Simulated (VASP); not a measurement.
Runs of VASP 6.6.1 on CsGa. The structure is that of space group Pm-3m (No. 221), or close to it. The cells are those of the table. 

```tsv
task	cell	k mesh	cutoff (eV)	gap on the mesh (eV)	pressure (GPa)	relaxed volume (Å³/atom)
relaxation of cell and atoms	relaxed from a = 4.436 Å, 2 atoms	12 × 12 × 12	600	none	0.0	43.75
single point	a = 4.436 Å, 2 atoms	4 × 4 × 4	520	none	0.2	-
single point	a = 4.015 Å, 2 atoms	4 × 4 × 4	520	none	(b)	-
single point	a = 4.436 Å, 2 atoms	12 × 12 × 12	520	none	0.1	-
single point	a = 4.438, b = 4.438, c = 4.460 Å, 2 atoms	12 × 12 × 12	520	none	0.0	-
relaxation of cell and atoms	relaxed from a = 4.015 Å, 2 atoms	4 × 4 × 4	600	none	-0.1	(a)
```

Alike in all rows: level PBE; potentials or basis VASP PAW PBE potentials, release 64 (Cs_sv, Ga_d); no spin polarisation; smearing gaussian 0.1 eV.

Task: Fill in the values left out.

Result: (a) 45.05; (b) 4.6.

Caveats: some runs use coarse meshes; spin-orbit coupling is left out, which moves the levels of the heavy elements; the volume moved by over 15 % at a fixed basis, so the end points are rough (at least some runs).

A k mesh can miss the band edges, and the runs leave out spin-orbit coupling on Cs, Ga.

A gap of «none» marks levels without a gap at the run's occupations.
